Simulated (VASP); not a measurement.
**Na2IF: single point with PBE**

Na2IF:

```
Na I F
1.0
     2.01488    1.16329    6.60304
    -2.01488    1.16329    6.60304
     0.00000   -2.32659    6.60304
Na I F
2 1 1
Cartesian
  0.0000 0.0000 4.5295
  0.0000 0.0000 15.2796
  0.0000 0.0000 0.0000
  0.0000 0.0000 9.9046
```

```
Program                : VASP 6.6.1
Task                   : single point
Functional             : PBE
Potentials or basis    : VASP PAW PBE potentials, release 64 (Na_pv, I, F)
Cutoff                 : 520 eV
k mesh                 : 9 × 9 × 9
Occupations            : gaussian, width 0.01 eV
Spin                   : no spin polarisation
Dipole correction      : no
Further INCAR settings : ALGO = Normal; EDIFF = 1e-06; NBANDS = 22
```

| Property | Result |
| --- | --- |
| Pressure | 0.0 GPa |
| Band gap on the k mesh | 1.89 eV, direct |

Levels at points of the mesh, in eV from the valence-band top:
```
           k point  band 11  band 12  band 13  band 14  band 15  band 16  band 17  band 18
(0.00, 0.00, 0.00)    -3.34    -2.03     0.00     0.00     1.89     5.67     8.39     8.49
```

It took 11 min on 1 thread of Oxide Virtual Turin-like Processor (shared host), peak memory 0.45 GiB.

Caveat: spin-orbit coupling is left out, which moves the levels of the heavy elements. PBE gaps usually lie below the measured ones, often by a third to a half.
